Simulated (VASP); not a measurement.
# VH (Fm-3m) in VASP: a series of runs

VH is run at these levels: PBEsol; tasks: single point, relaxation of cell and atoms.

Everything below comes from runs of VASP 6.6.1. Logs are shortened: lines on timing, memory, paths and dates and some standing lists are left out, and cuts for length are marked.

### Step 1. The cell of the first run

The structure is cubic, space group Fm-3m (No. 225). Conventional cell: a = 3.903 Å, b = 3.903 Å, c = 3.903 Å, α = 90.00°, β = 90.00°, γ = 90.00°. Within 2.6 Å of V (site symmetry m-3m) lie 6 H at 1.95 Å. H (site symmetry m-3m) has 6 V at 1.95 Å within 2.6 Å.

### Step 2. Single point, PBEsol, collinear spin, ferromagnetic start

File INCAR:

```
SYSTEM = VH
  PREC = Accurate
  ENCUT = 500
  EDIFF = 1E-6
  ISMEAR = 1
  SIGMA = 0.1
  LREAL = .FALSE.
  LASPH = .TRUE.
  NELM = 200
  ALGO = Normal
  ISIF = 2
  LWAVE = .FALSE.
  LCHARG = .FALSE.
  ISPIN = 2
  MAGMOM = 1.5 0
  LORBIT = 11
  LMAXMIX = 4
  GGA = PS
  NBANDS = 18
  GGA_COMPAT = .FALSE.
```

File KPOINTS:

```
Automatic mesh
0
G
  10 10 10
  0 0 0
```

File POSCAR:

```
VH
1.0
    0.0000000000      1.9514179973      1.9514179973
    1.9514179973      0.0000000000      1.9514179973
    1.9514179973      1.9514179973      0.0000000000
V H
1 1
Direct
    0.0000000000      0.0000000000      0.0000000000
    0.5000000000      0.5000000000      0.5000000000
```

Potentials or basis: VASP PAW PBE potentials, release 64 (V_sv, H).

On the command line:

```bash
$ cat potpaw_PBE.64/V_sv/POTCAR potpaw_PBE.64/H/POTCAR > POTCAR
$ mpirun -np 1 vasp_std > vasp.out
```

OUTCAR:

```text
SYSTEM = VH
   PREC = Accurate
   ENCUT = 500
   EDIFF = 1E-6
   ISMEAR = 1
   LREAL = .FALSE.
   LASPH = .TRUE.
   NELM = 200
   ISIF = 2
   ISPIN = 2
   LORBIT = 11
   GGA = PS

 ion  position               nearest neighbor table
   1  0.000  0.000  0.000-
   2  0.500  0.500  0.500-

  LATTYP: Found a face centered cubic cell.
 ALAT       =     3.9028359946

  Lattice vectors:

 A1 = (   0.0000000000,   1.9514179973,   1.9514179973)
 A2 = (   1.9514179973,   0.0000000000,   1.9514179973)
 A3 = (   1.9514179973,   1.9514179973,   0.0000000000)

Analysis of symmetry for initial positions (statically):
=====================================================================
 Subroutine PRICEL returns:
 Original cell was already a primitive cell.

 Routine SETGRP: Setting up the symmetry group for a
 face centered cubic supercell.

 Subroutine GETGRP returns: Found 48 space group operations
 (whereof 48 operations were pure point group operations)
 out of a pool of 48 trial point group operations.

The static configuration has the point symmetry O_h .

Analysis of symmetry for dynamics (positions and initial velocities):
=====================================================================
 Subroutine PRICEL returns:
 Original cell was already a primitive cell.

 Routine SETGRP: Setting up the symmetry group for a
 face centered cubic supercell.

 Subroutine GETGRP returns: Found 48 space group operations
 (whereof 48 operations were pure point group operations)
 out of a pool of 48 trial point group operations.

The dynamic configuration has the point symmetry O_h .

Analysis of structural, dynamic, and magnetic symmetry:
=====================================================================
 Subroutine PRICEL returns:
 Original cell was already a primitive cell.

 Routine SETGRP: Setting up the symmetry group for a
 face centered cubic supercell.

 Subroutine GETGRP returns: Found 48 space group operations
 (whereof 48 operations were pure point group operations)
 out of a pool of 48 trial point group operations.

The overall configuration has the point symmetry O_h .

 Subroutine INISYM returns: Found 48 space group operations
 (whereof 48 operations are pure point group operations),
 and found     1 'primitive' translations

----------------------------------------------------------------------------------------

                                     Primitive cell

  volume of cell :      14.8621

  direct lattice vectors                    reciprocal lattice vectors
     0.000000000  1.951417997  1.951417997    -0.256223936  0.256223936  0.256223936
     1.951417997  0.000000000  1.951417997     0.256223936 -0.256223936  0.256223936
     1.951417997  1.951417997  0.000000000     0.256223936  0.256223936 -0.256223936

  length of vectors
     2.759721798  2.759721798  2.759721798     0.443792875  0.443792875  0.443792875

  position of ions in fractional coordinates (direct lattice)
     0.000000000  0.000000000  0.000000000
     0.500000000  0.500000000  0.500000000

  ion indices of the primitive-cell ions
   primitive index   ion index
                 1           1
                 2           2

----------------------------------------------------------------------------------------

 KPOINTS: Automatic mesh

Automatic generation of k-mesh.
 Grid dimensions read from file:
 generate k-points for:   10   10   10

 Generating k-lattice:

  Cartesian coordinates                     Fractional coordinates (reciprocal lattice)
    -0.025622394  0.025622394  0.025622394     0.100000000  0.000000000  0.000000000
     0.025622394 -0.025622394  0.025622394     0.000000000  0.100000000  0.000000000
     0.025622394  0.025622394 -0.025622394     0.000000000  0.000000000  0.100000000

  Length of vectors
     0.044379288  0.044379288  0.044379288

  Shift w.r.t. Gamma in fractional coordinates (k-lattice)
     0.000000000  0.000000000  0.000000000

 Subroutine IBZKPT returns following result:
 ===========================================

 Found     47 irreducible k-points:

 Following reciprocal coordinates:
            Coordinates               Weight
  0.000000  0.000000  0.000000      1.000000
  0.100000  0.000000  0.000000      8.000000
  0.200000  0.000000  0.000000      8.000000
  0.300000  0.000000  0.000000      8.000000
  0.400000  0.000000  0.000000      8.000000
  0.500000  0.000000  0.000000      4.000000
[... 16 lines left out ...]
  0.300000  0.300000  0.000000      6.000000
  0.400000  0.300000  0.000000     24.000000
 [... further k-points ...]
   k-points           NKPTS =     47   k-points in BZ     NKDIM =     47   number of bands    NBANDS=     18
   number of dos      NEDOS =    301   number of ions     NIONS =      2
   total plane-waves  NPLWV =   8000
   dimension x,y,z NGX =    20 NGY =   20 NGZ =   20
   dimension x,y,z NGXF=    40 NGYF=   40 NGZF=   40
   ions per type =               1   1
   NGX,Y,Z   is equivalent  to a cutoff of  12.05, 12.05, 12.05 a.u.
   NGXF,Y,Z  is equivalent  to a cutoff of  24.10, 24.10, 24.10 a.u.
 SYSTEM =  VH
   PREC   = accura    normal or accurate (medium, high low for compatibility)
   ISTART =      0    job   : 0-new  1-cont  2-samecut
   ICHARG =      2    charge: 1-file 2-atom 10-const
   ISPIN  =      2    spin polarized calculation?
   LNONCOLLINEAR =      F non collinear calculations
   LSORBIT =      F    spin-orbit coupling
   LASPH  =      T    aspherical Exc in radial PAW
   ENCUT  =  500.0 eV  36.75 Ry    6.06 a.u.   5.03  5.03  5.03*2*pi/ulx,y,z
   NELM   =    200;   NELMIN=  2; NELMDL= -5     # of ELM steps
   EDIFF  = 0.1E-05   stopping-criterion for ELM
   LREAL  =      F    real-space projection
   EDIFFG = 0.1E-04   stopping-criterion for IOM
   NSW    =      0    number of steps for IOM
   IBRION =     -1    ionic relax: 0-MD 1-quasi-New 2-CG
   NFREE  =      0    steps in history (QN), initial steepest desc. (CG)
   ISIF   =      2    stress and relaxation
   ISYM   =      2    0-nonsym 1-usesym 2-fastsym
   POTIM  = 0.5000    time-step for ionic-motion
   TEBEG  =    0.0;   TEEND  =   0.0 temperature during run
   PSTRESS=    0.0 pullay stress
   NELECT =      14.0000    total number of electrons
   NUPDOWN=      -1.0000    fix difference up-down
   EMIN   =  10.00;   EMAX   =-10.00  energy-range for DOS
   EFERMI =   0.00;   METHOD = LEGACY
   ISMEAR =     1;   SIGMA  =   0.10  broadening in eV -4-tet -1-fermi 0-gaus
   EFERMI_NEDOS =   21; number of points for ismear=-14 and -15
   IALGO  =     38    algorithm
   IMIX   =      4    mixing-type and parameters
     AMIX     =   0.40;   BMIX     =  1.00
     AMIX_MAG =   1.60;   BMIX_MAG =  1.00
  volume/ion in A,a.u.               =       7.43        50.15
  Fermi-wavevector in a.u.,A,eV,Ry     =   1.604811  3.032653 35.040691  2.575418
  Thomas-Fermi vector in A             =   2.701257
   LORBIT       =     11    0 simple, 1 ext, 2 COOP (PROOUT), +10 PAW based schemes
   GGA     = PS    functional components
   LHFCALC =     F    Hartree Fock is set to
   AEXX    =    0.0000 exact exchange contribution
   IVDW    =     0    specifies the selected vdW correction
   LEPSILON=     F    determine dielectric tensor
   LRPA    =     F    only Hartree local field effects (RPA)
 spin polarized calculation
 Methfessel and Paxton  Order N= 1 SIGMA  =   0.10
  energy-cutoff  :      500.00
  volume of cell :       14.86
 maximum number of plane-waves:       388
   NGX =  9   NGY =  9   NGZ =  9

 number of electron      13.9999991 magnetization      -0.0124541

 number of electron      13.9999991 magnetization       0.0005495

 Free energy of the ion-electron system (eV)
  ---------------------------------------------------
  ext. energy  EPLUGINS =         0.00000000
  ---------------------------------------------------
  free energy    TOTEN  =       -13.38698059 eV

  energy without entropy =      -13.38777394  energy(sigma->0) =      -13.38724504

 E-fermi :  10.0040     XC(G=0): -13.2184

 val. band max:        9.9434021372   @ k =   0.4000   0.1000   0.0000
 cond. band min:      10.0274497081   @ k =  -0.4000   0.4000   0.0000
 fundamental gap:      0.0840475709
 Fermi energy:        10.0040364074

 spin component 1

 k-point     1 :       0.0000    0.0000    0.0000
  band No.  band energies     occupation
      1     -53.8798      1.00000
      2     -27.4486      1.00000
      3     -27.4486      1.00000
      4     -27.4486      1.00000
      5      -0.5997      1.00000
      6       9.9264      0.98379
[... 10 lines left out ...]
     17      35.8589      0.00000
     18      35.8589      0.00000

 k-point     2 :       0.1000    0.0000    0.0000
  band No.  band energies     occupation
      1     -53.8670      1.00000
      2     -27.5208      1.00000
      3     -27.4572      1.00000
      4     -27.4572      1.00000
      5      -0.2791      1.00000
      6       9.7147      1.00017
[... 10 lines left out ...]
     17      35.7007      0.00000
     18      36.3268      0.00000

 k-point     3 :       0.2000    0.0000    0.0000
  band No.  band energies     occupation
      1     -53.8334      1.00000
      2     -27.7067      1.00000
      3     -27.4793      1.00000
      4     -27.4793      1.00000
      5       0.6302      1.00000
      6       9.1262      1.00000
[... 10 lines left out ...]
     17      34.8017      0.00000
     18      38.8023      0.00000

 k-point     4 :       0.3000    0.0000    0.0000
  band No.  band energies     occupation
      1     -53.7915      1.00000
      2     -27.9314      1.00000
      3     -27.5064      1.00000
      4     -27.5064      1.00000
      5       1.9776      1.00000
      6       8.2198      1.00000
[... 375 lines left out ...]
      4     -27.5023      1.00000
      5       2.2496      1.00000
      6       8.7074      1.00000
[... 10 lines left out ...]
     17      37.5226      0.00000
     18      38.8842      0.00000

 k-point    23 :       0.3000    0.3000    0.0000
  band No.  band energies     occupation
      1     -53.7630      1.00000
      2     -27.8961      1.00000
      3     -27.6116      1.00000
      4     -27.6116      1.00000
      5       1.9513      1.00000
      6       8.0515      1.00000
[... 10 lines left out ...]
     17      39.3325      0.00000
     18      41.5615      0.00000

 k-point    24 :       0.4000    0.3000    0.0000
  band No.  band energies     occupation
      1     -53.7363      1.00000
      2     -27.9871      1.00000
      3     -27.6618      1.00000
      4     -27.6391      1.00000
      5       2.4057      1.00000
      6       7.7783      1.00000
[... 10 lines left out ...]
     17      39.7493      0.00000
     18      44.6367      0.00000

 [... further k-points ...]

 spin component 2

 k-point     1 :       0.0000    0.0000    0.0000
  band No.  band energies     occupation
      1     -53.8790      1.00000
      2     -27.4479      1.00000
      3     -27.4479      1.00000
      4     -27.4479      1.00000
      5      -0.5993      1.00000
      6       9.9266      0.98310
[... 10 lines left out ...]
     17      35.8597      0.00000
     18      35.8597      0.00000

 k-point     2 :       0.1000    0.0000    0.0000
  band No.  band energies     occupation
      1     -53.8663      1.00000
      2     -27.5201      1.00000
      3     -27.4565      1.00000
      4     -27.4565      1.00000
      5      -0.2787      1.00000
      6       9.7150      1.00017
[... 10 lines left out ...]
     17      35.7014      0.00000
     18      36.3274      0.00000

 k-point     3 :       0.2000    0.0000    0.0000
  band No.  band energies     occupation
      1     -53.8327      1.00000
      2     -27.7059      1.00000
      3     -27.4786      1.00000
      4     -27.4786      1.00000
      5       0.6305      1.00000
      6       9.1265      1.00000
[... 10 lines left out ...]
     17      34.8024      0.00000
     18      38.8026      0.00000

 k-point     4 :       0.3000    0.0000    0.0000
  band No.  band energies     occupation
      1     -53.7908      1.00000
      2     -27.9307      1.00000
      3     -27.5057      1.00000
      4     -27.5057      1.00000
      5       1.9780      1.00000
      6       8.2200      1.00000
[... 375 lines left out ...]
      4     -27.5015      1.00000
      5       2.2500      1.00000
      6       8.7076      1.00000
[... 10 lines left out ...]
     17      37.5228      0.00000
     18      38.8846      0.00000

 k-point    23 :       0.3000    0.3000    0.0000
  band No.  band energies     occupation
      1     -53.7623      1.00000
      2     -27.8954      1.00000
      3     -27.6109      1.00000
      4     -27.6109      1.00000
      5       1.9516      1.00000
      6       8.0516      1.00000
[... 10 lines left out ...]
     17      39.3330      0.00000
     18      41.5618      0.00000

 k-point    24 :       0.4000    0.3000    0.0000
  band No.  band energies     occupation
      1     -53.7356      1.00000
      2     -27.9864      1.00000
      3     -27.6611      1.00000
      4     -27.6383      1.00000
      5       2.4060      1.00000
      6       7.7785      1.00000
[... 10 lines left out ...]
     17      39.7498      0.00000
     18      44.6381      0.00000

 [... further k-points ...]
[... 5 lines left out ...]
  --------------------------------------------------------------------------------------
  -------------------------------------------------------------------------------------
  Total       -0.0060990     -0.0060990     -0.0060990     -0.0000000      0.0000000      0.0000000
  in kB       -0.6574840     -0.6574840     -0.6574840     -0.0000000      0.0000000      0.0000000
  external PRESSURE =      -0.6574840 kB  Pullay stress =       0.0000000 kB

 VOLUME and BASIS-vectors are now :
 -----------------------------------------------------------------------------
  energy-cutoff  :      500.00
  volume of cell :       14.86
      direct lattice vectors                 reciprocal lattice vectors
     0.000000000  1.951417997  1.951417997    -0.256223936  0.256223936  0.256223936
     1.951417997  0.000000000  1.951417997     0.256223936 -0.256223936  0.256223936
     1.951417997  1.951417997  0.000000000     0.256223936  0.256223936 -0.256223936

 POSITION                                       TOTAL-FORCE (eV/Angst)
 -----------------------------------------------------------------------------------
      0.00000      0.00000      0.00000         0.000000     -0.000000      0.000000
      1.95142      1.95142      1.95142        -0.000000      0.000000     -0.000000
 -----------------------------------------------------------------------------------
    total drift:                                0.000000     -0.000000     -0.000000

  FREE ENERGIE OF THE ION-ELECTRON SYSTEM (eV)
  ---------------------------------------------------
  free  energy   TOTEN  =       -13.3869805941 eV

  energy  without entropy=      -13.3877739361  energy(sigma->0) =      -13.38724504

 total charge

# of ion       s       p       d       tot
------------------------------------------
    1        2.279   6.254   3.153  11.686
    2        0.538   0.032   0.000   0.571
--------------------------------------------------
tot          2.818   6.286   3.153  12.257

 magnetization (x)

# of ion       s       p       d       tot
------------------------------------------
    1       -0.000   0.000   0.000   0.000
    2       -0.000   0.000   0.000  -0.000
--------------------------------------------------
tot         -0.000   0.000   0.000   0.000
```

It took 21 s on 1 thread of Intel Xeon Platinum 8259CL at 2.50GHz (Skylake/Cascade Lake), shared host; peak memory 0.14 GiB.

What came out:

```
Free energy                                           : -13.3870 eV
Pressure                                              : -0.1 GPa
Band gap on the k mesh                                : zero (filled and empty bands overlap)
Net moment                                            : 0.00 μB per cell
Valence electrons inside the program's atomic spheres : V 11.69; H 0.57
```

Levels at points of the mesh, in eV from the Fermi level:
Spin up:
| k point | band 5 | band 6 | band 7 | band 8 | band 9 | band 10 |
| --- | --- | --- | --- | --- | --- | --- |
| (0.00, 0.00, 0.00) | -10.60 | -0.08 | -0.08 | -0.08 | 1.45 | 1.45 |
| (0.50, 0.00, 0.00) | -5.39 | -3.91 | -0.50 | -0.50 | 2.66 | 2.66 |
| (0.50, 0.50, 0.00) | -7.69 | -2.75 | 1.78 | 2.56 | 3.05 | 3.05 |
Spin down:
| k point | band 4 | band 5 | band 6 | band 7 | band 8 | band 9 | band 10 | band 11 |
| --- | --- | --- | --- | --- | --- | --- | --- | --- |
| (0.00, 0.00, 0.00) | -37.45 | -10.60 | -0.08 | -0.08 | -0.08 | 1.45 | 1.45 | 13.02 |
| (0.50, 0.00, 0.00) | -37.54 | -5.39 | -3.91 | -0.50 | -0.50 | 2.66 | 2.66 | 7.50 |
| (0.50, 0.50, 0.00) | -37.70 | -7.69 | -2.75 | 1.78 | 2.56 | 3.05 | 3.05 | 6.94 |

Caveat: the PAW data sets were made with another functional, which shifts forces and pressure a little.

### Step 3. Relaxation of cell and atoms, PBEsol, collinear spin, ferromagnetic start

This run uses another cell than the first one, of 7.59 Å³/atom.

File INCAR:

```
SYSTEM = VH
ALGO = Normal
EDIFF = 1E-7
EDIFFG = -0.03
ENCUT = 500
GGA = PS
GGA_COMPAT = .FALSE.
IBRION = 2
ISIF = 3
ISMEAR = 1
ISPIN = 2
LASPH = .TRUE.
LCHARG = .FALSE.
LMAXMIX = 4
LORBIT = 11
LREAL = .FALSE.
LWAVE = .FALSE.
MAGMOM = 1.5 0
NELM = 200
NELMIN = 4
NSW = 80
PREC = Accurate
SIGMA = 0.1
```

File KPOINTS:

```
k-points
0
G
  10 10 10
  0 0 0
```

File POSCAR:

```
VH
1.0
    0.0000000000      1.9650000000      1.9650000000
    1.9650000000      0.0000000000      1.9650000000
    1.9650000000      1.9650000000      0.0000000000
V H
1 1
Direct
    0.0000000000      0.0000000000      0.0000000000
    0.5000000000      0.5000000000      0.5000000000
```

Potentials or basis: VASP PAW PBE potentials, release 64 (V_sv, H).

On the command line:

```bash
$ cat potpaw_PBE.64/V_sv/POTCAR potpaw_PBE.64/H/POTCAR > POTCAR
$ mpirun -np 1 vasp_std > vasp.out
```

Wall time 38 s (1 thread of Intel Xeon Platinum 8259CL at 2.50GHz (Skylake/Cascade Lake), shared host); peak memory 0.14 GiB.

It converged, with:

```
Free energy                                           : -13.3875 eV
Relaxed volume                                        : 7.43 Å³/atom
Relaxed cell                                          : a = 2.760 Å, b = 2.760 Å, c = 2.760 Å, α = 60.00°, β = 60.00°, γ = 60.00°
Space group after relaxing (to 0.1 Å)                 : Fm-3m (No. 225)
Energy gained by relaxing                             : 2.1 meV/atom
Ionic steps                                           : 3
Pressure after relaxing                               : 0.0 GPa
Band gap on the k mesh                                : zero (filled and empty bands overlap)
Net moment                                            : 0.00 μB per cell
Valence electrons inside the program's atomic spheres : V 11.69; H 0.57
```

The path:
```
step  energy change (eV)  largest force (eV/Å)  pressure (GPa)  volume (Å³)
   1              0.0000                0.0000           -4.31        15.17
   2             -0.0033                0.0000            2.04        14.73
   3             -0.0042                0.0000            0.00        14.87
```

Final structure:
```yaml
crystal:
  lattice:
    - [0.00000, 1.95164, 1.95164]
    - [1.95164, 0.00000, 1.95164]
    - [1.95164, 1.95164, 0.00000]
  atoms:
    - { symbol: V, position: [0.00000, 0.00000, 0.00000] }
    - { symbol: H, position: [0.50000, 0.50000, 0.50000] }
```

Levels at points of the mesh, in eV from the Fermi level:
Spin up:
| k point | band 5 | band 6 | band 7 | band 8 | band 9 | band 10 |
| --- | --- | --- | --- | --- | --- | --- |
| (0.00, 0.00, 0.00) | -10.60 | -0.08 | -0.08 | -0.08 | 1.45 | 1.45 |
| (0.50, 0.00, 0.00) | -5.39 | -3.91 | -0.50 | -0.50 | 2.66 | 2.66 |
| (0.50, 0.50, 0.00) | -7.68 | -2.75 | 1.78 | 2.56 | 3.04 | 3.04 |
Spin down:
| k point | band 5 | band 6 | band 7 | band 8 | band 9 | band 10 |
| --- | --- | --- | --- | --- | --- | --- |
| (0.00, 0.00, 0.00) | -10.60 | -0.08 | -0.08 | -0.08 | 1.45 | 1.45 |
| (0.50, 0.00, 0.00) | -5.39 | -3.91 | -0.50 | -0.50 | 2.66 | 2.66 |
| (0.50, 0.50, 0.00) | -7.68 | -2.75 | 1.78 | 2.56 | 3.04 | 3.04 |

Caveat: the PAW data sets were made with another functional, which shifts forces and pressure a little.
